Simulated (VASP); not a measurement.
Crystal: Ti.

```xyz
2
Lattice="2.9500 0.0000 0.0000 -1.4750 2.5548 0.0000 0.0000 0.0000 4.6800" Properties=species:S:1:pos:R:3 pbc="T T T"
Ti    0.0000    1.7032    1.1700
Ti    1.4750    0.8516    3.5100
```

* Program: VASP 6.6.1
* Task: relaxation of cell and atoms
* Functional: PBEsol
* Potentials or basis: VASP PAW PBE potentials, release 64 (Ti_sv)
* Cutoff: 600 eV
* k mesh: 18 × 18 × 10
* Occupations: gaussian, width 0.1 eV
* Spin: no spin polarisation

At the start: pressure -6.2 GPa; volume 17.64 Å³/atom.

Task: Where does the relaxation end?

Result: Over 15 steps the energy falls by 18.6 meV/atom and the volume is 16.68 Å³/atom (-5.4 %); space group P6_3/mmc (No. 194, to 0.05 Å).

The path:
```csv
step,energy change (eV),largest force (eV/Å),pressure (GPa),volume (Å³)
1,0.0000,0.0000,-6.17,35.27
2,-0.0123,0.0000,5.67,31.92
3,-0.0372,0.0000,-0.02,33.39
4,-0.0372,0.0000,-0.03,33.35
5,-0.0311,0.0000,2.55,32.63
6,-0.0372,0.0000,0.27,33.32
7,-0.0372,0.0000,-0.24,33.44
8,-0.0373,0.0000,-0.11,33.36
9,-0.0372,0.0000,0.00,33.35
10,-0.0373,0.0000,0.03,33.35
11,-0.0373,0.0000,0.07,33.36
12,-0.0373,0.0000,0.02,33.36
13,-0.0373,0.0000,0.04,33.36
14,-0.0373,0.0000,0.03,33.36
15,-0.0373,0.0000,0.01,33.36
```

Final structure:
```
Ti
1.0
     2.89766    0.00000    0.00000
    -1.44883    2.50945    0.00000
     0.00000    0.00000    4.58808
Ti
2
Direct
  0.33333 0.66667 0.25000
  0.66667 0.33333 0.75000
```

Caveat: the PAW data sets were made with another functional, which shifts forces and pressure a little.
